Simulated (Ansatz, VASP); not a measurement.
Two plane-wave programs on Ag

```
Ag
1.0
    -1.65565    1.65565    1.65565
     1.65565   -1.65565    1.65565
     3.31131    3.31131    0.00000
Ag
2
Direct
  0.04530 0.04530 0.00000
  0.45470 0.45470 0.50000
```

Change from the starting cell: mode 5 (96.8 1/cm) frozen in, largest displacement -0.150 Å.

Alike in both runs: task single point; functional r2SCAN; k mesh 18 × 18 × 10; occupations gaussian, width 0.15 eV; no spin polarisation.

|  | VASP | Ansatz |
| --- | --- | --- |
| version | VASP 6.6.1 | Ansatz 0.2.0 |
| potentials or method | VASP PAW PBE potentials, release 64 (Ag), cutoff 520 eV | scalar-relativistic, plane waves, PAW |
| valence electrons in the cell | 22 | 38 |

|  | VASP | Ansatz | Ansatz less VASP |
| --- | --- | --- | --- |
| gap on the k mesh at the Fermi level (eV) | none | none | - |
| pressure (GPa) | -2.1 | -2.2 | -0.12 |
| traceless stress, the component that is largest in VASP (GPa) | 1.87 | 1.84 | -0.031 |
| rms of the force components (eV/Å) | 0.329 | 0.324 | -0.0045 |

VASP's potentials were made for PBE, not for r2SCAN. Atom by atom the forces differ by 0.005 eV/Å (rms over components). A gap of «none» marks a metal or a gap that the smearing closes. With one functional, cell and mesh, what is left measures potentials, basis and numerics. VASP's potentials hold 22 valence electrons a cell and Ansatz's 38, so a difference there can come from the potentials and not from the codes.
